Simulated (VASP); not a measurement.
Write the native input for VASP 6.6.1 that does the following.

| Item | Value |
| --- | --- |
| Task | single point |
| Functional | r2SCAN |
| Potentials or basis | VASP PAW PBE potentials, release 64 (K_sv, Cl) |
| Cutoff | 520 eV |
| k mesh | 6 × 6 × 6 |
| Occupations | gaussian, width 0.02 eV |
| Spin | no spin polarisation |
| Dipole correction | no |
| Further INCAR settings | ALGO = Normal; EDIFF = 1e-06; NBANDS = 15 |

KCl:

```
K Cl
1.0
     3.77046    0.00000    0.00000
     0.00000    3.77046    0.00000
     0.00000    0.00000    3.77046
K Cl
1 1
Direct
  0.00000 0.00000 0.00000
  0.50000 0.50000 0.50000
```

The input as run:

POSCAR

```
KCl
1.0
    3.7704587559      0.0000000000      0.0000000000
    0.0000000000      3.7704587559      0.0000000000
    0.0000000000      0.0000000000      3.7704587559
K Cl
1 1
Direct
    0.0000000000      0.0000000000      0.0000000000
    0.5000000000      0.5000000000      0.5000000000
```

INCAR.step1

```
PREC = Accurate
ENCUT = 520
ISMEAR = 0
SIGMA = 0.02
LREAL = False
LASPH = True
NELM = 80
NBANDS = 15
GGA = PE
ALGO = Normal
EDIFF = 1E-4
LWAVE = True
LCHARG = False
```

INCAR.step2

```
PREC = Accurate
ENCUT = 520
EDIFF = 1E-6
ISMEAR = 0
SIGMA = 0.02
LREAL = False
LASPH = True
NELM = 80
ALGO = Normal
ISIF = 2
LWAVE = False
LCHARG = False
METAGGA = R2SCAN
LMIXTAU = True
NBANDS = 15
ISTART = 1
```

KPOINTS

```
Automatic mesh
0
Gamma
  6 6 6
```

Potentials or basis: VASP PAW PBE potentials, release 64 (K_sv, Cl).

Command:

```bash
$ cat potpaw_PBE.64/K_sv/POTCAR potpaw_PBE.64/Cl/POTCAR > POTCAR
$ cp INCAR.step1 INCAR
$ mpirun -np 1 vasp_std > vasp.out
$ cp INCAR.step2 INCAR
$ mpirun -np 1 vasp_std > vasp.out
```

Results of the run:

| Item | Value |
| --- | --- |
| Pressure | 0.0 GPa |
| Band gap on the k mesh | 5.81 eV, indirect (least direct gap 6.03 eV) |

Caveat: the PAW data sets were made with another functional, which shifts forces and pressure a little.

Wall time 31 s on 1 thread of AMD EPYC 9R45 96-Core Processor (Zen 5), with other jobs on the host, peak memory 0.14 GiB.
